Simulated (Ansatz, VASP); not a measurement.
# One calculation of P, two programs

```
P
1.0
     0.00000    4.29605    4.29605
     4.29605    0.00000    4.29605
     4.29605    4.29605    0.00000
P
8
Cartesian
  7.4285 7.4285 7.4285
  5.4596 5.4596 7.4285
  5.4596 7.4285 5.4596
  7.4285 5.4596 5.4596
  3.1325 3.1325 1.1636
  1.1636 1.1636 1.1636
  3.1325 1.1636 3.1325
  1.1636 3.1325 3.1325
```

Alike in both runs: functional PBE; k mesh 4 × 4 × 4; occupations gaussian, width 0.1 eV; no spin polarisation.

Ansatz relaxed the structure, and its values are those at the end. VASP's run is a single point on that final structure, the one shown.

```csv
,VASP,Ansatz
version,VASP 6.6.1,Ansatz 0.2.0
potentials or method,"VASP PAW PBE potentials, release 64 (P), cutoff 520 eV","scalar-relativistic, plane waves, PAW"
valence electrons in the cell,40,40
```

VASP gave:

| Property | Result |
| --- | --- |
| gap on the k mesh at the Fermi level (eV) | none |
| pressure (GPa) | -0.1 |
| rms of the force components (eV/Å) | 0.042 |

Question: What did Ansatz give for the same quantities?

Answer: gap on the k mesh at the Fermi level (eV): none; pressure (GPa): 0.1; rms of the force components (eV/Å): 0.010.

A gap of «none» marks a metal or a gap that the smearing closes. The functional is the same, so the differences come from potentials, cutoffs and numerics.
